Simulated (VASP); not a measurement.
SiNi: single point with LDA

Crystal: SiNi.

```
Si Ni
1.0
     2.94277    0.00000    0.00000
     0.00000    3.28033    0.00000
     0.00000    0.00000    4.67745
Si Ni
2 2
Direct
  0.00000 0.00000 0.16007
  0.50000 0.50000 0.83993
  0.00000 0.00000 0.65879
  0.50000 0.50000 0.34121
```

```yaml
Program: VASP 6.6.1
Task: single point
Functional: LDA
Potentials_or_basis: VASP PAW LDA potentials, release 64 (Si, Ni)
Cutoff: 520 eV
k_mesh: 8 × 7 × 5
Occupations: fermi-dirac, width 0.05 eV
Spin: no spin polarisation
Dipole_correction: no
Further_INCAR_settings: ALGO = Normal; EDIFF = 1e-06; NBANDS = 22
```

| Property | Result |
| --- | --- |
| Pressure | -4.2 GPa |
| Largest force | 0.019 eV/Å |
| Band gap on the k mesh | zero (bands 14 and 15 overlap by 1.50 eV) |

Forces in eV/Å, atoms in the order of the input:
```
Si   0.000  0.000 -0.004
Si   0.000  0.000  0.004
Ni   0.000  0.000 -0.019
Ni   0.000  0.000  0.019
```

Stress tensor (GPa, compression positive):
```
-4.11  0.00  0.00
 0.00 -3.62  0.00
 0.00  0.00 -4.90
```

Levels at points of the mesh, in eV from the Fermi level:
```
           k point  band 10  band 11  band 12  band 13  band 14  band 15  band 16  band 17  band 18  band 19
(0.00, 0.00, 0.00)    -2.76    -2.39    -2.14    -2.09    -1.35     1.27     2.77     5.09     5.65     7.15
(0.50, 0.00, 0.00)    -2.69    -2.60    -2.60    -1.65    -1.65     1.72     1.72     3.52     3.52     6.12
```

Wall time 22 s on 1 thread of Intel(R) Xeon(R) Platinum 8488C (Sapphire Rapids), on a shared host, peak memory 0.17 GiB.

Caveat: the cell stands under tension. Spin polarisation is off, so any magnetic state and its effect on volume and gap are missing.
